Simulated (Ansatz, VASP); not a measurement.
GdO: VASP beside Ansatz

INCAR

```
ALGO = Normal
EDIFF = 1E-7
ENCUT = 520
GGA = PS
GGA_COMPAT = F
ISIF = 2
ISMEAR = -1
LASPH = T
LCHARG = F
LMAXMIX = 6
LORBIT = 11
LORBMOM = T
LREAL = F
LSORBIT = T
LWAVE = F
MAGMOM = 4.041 4.041 4.041 0 0 0
NBANDS = 36
NELM = 150
PREC = Accurate
SIGMA = 0.05
```

The input KPOINTS:

```
k-points
0
Gamma
  9 9 9
```

POSCAR

```
GdO
1.0
    0.0000000000      2.7000000000      2.7000000000
    2.7000000000      0.0000000000      2.7000000000
    2.7000000000      2.7000000000      0.0000000000
Gd O
1 1
Direct
    0.0000000000      0.0000000000      0.0000000000
    0.7500000000      0.7500000000      0.7500000000
```

File input.yaml:

```yaml
crystal:
  lattice:
    - [0.0, 2.7, 2.7]
    - [2.7, 0.0, 2.7]
    - [2.7, 2.7, 0.0]
  atoms:
    - { symbol: Gd, position: [0.0, 0.0, 0.0], spin: 6.999, spin_axis: [4.041, 4.041, 4.041] }
    - { symbol: O, position: [0.75, 0.75, 0.75] }
hamiltonian:
  xc: pbesol
  pseudopotentials: { kind: paw_fr }
magnetization:
  noncollinear: true
  spin_orbit: true
kpoints:
  mp_grid: { grid: [9, 9, 9] }
  band_path:
    path:
      - [[0.0, 0.0, 0.0], [0.5, 0.0, 0.5], [0.5, 0.25, 0.75], [0.375, 0.375, 0.75], [0.0, 0.0, 0.0], [0.5, 0.5, 0.5], [0.625, 0.25, 0.625], [0.5, 0.25, 0.75], [0.5, 0.5, 0.5], [0.375, 0.375, 0.75]]
      - [[0.625, 0.25, 0.625], [0.5, 0.0, 0.5]]
    npoints: 14
scf:
  occupations: { method: fermi_dirac, width: 0.05 }
  n_extra_bands: 6
output:
  forces: true
  stress: true
  eigenvalues: true
  fatbands: false
  write_density: true
  write_potential: true
  elf: true
  volumetric_format: npy
```

Alike in both runs: functional PBEsol; k mesh 9 × 9 × 9; occupations fermi-dirac, width 0.05 eV; non-collinear spin, spin-orbit coupling.

```csv
,VASP,Ansatz
version,VASP 6.6.1,Ansatz 0.2.0
potentials or method,"VASP PAW PBE potentials, release 64 (Gd, O)",Ansatz PAW
plane-wave cutoff (eV),520,420
valence electrons in the cell,24,24
task,single point,band structure
```

```csv
,VASP,Ansatz,Ansatz less VASP
pressure (GPa),-4.4,-4.6,-0.23
net moment per atom (μB),3.72,3.73,+0.004
```

VASP's potentials were made for PBE, not for PBEsol. The functional is the same, so the differences come from potentials, cutoffs and numerics.
